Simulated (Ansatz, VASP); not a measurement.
Two plane-wave programs on GaAs

```
Ga As
1.0
     0.00000    2.66467    2.66467
     2.66467    0.00000    2.66467
     2.66467    2.66467    0.00000
Ga As
1 1
Cartesian
  0.0000 0.0000 0.0000
  2.6647 2.6647 2.6647
```

Alike in both runs: functional r2SCAN; k mesh 18 × 18 × 18; occupations gaussian, width 0.1 eV; no spin polarisation.

Ansatz relaxed the structure, and its values are those at the end. VASP's run is a single point on that final structure, the one shown.

|  | VASP | Ansatz |
| --- | --- | --- |
| version | VASP 6.6.1 | Ansatz 0.2.0 |
| potentials or method | VASP PAW PBE potentials, release 64 (Ga_d, As), cutoff 520 eV | scalar-relativistic, plane waves, PAW |
| valence electrons in the cell | 18 | 28 |

|  | VASP | Ansatz | Ansatz less VASP |
| --- | --- | --- | --- |
| gap on the k mesh at the Fermi level (eV) | none | none | - |
| pressure (GPa) | 0.0 | 0.0 | -0.04 |

VASP's potentials were made for PBE, not for r2SCAN. A gap of «none» marks a metal or a gap that the smearing closes. The functional is the same, so the differences come from potentials, cutoffs and numerics. VASP's potentials hold 18 valence electrons a cell and Ansatz's 28, so a difference there can come from the potentials and not from the codes.
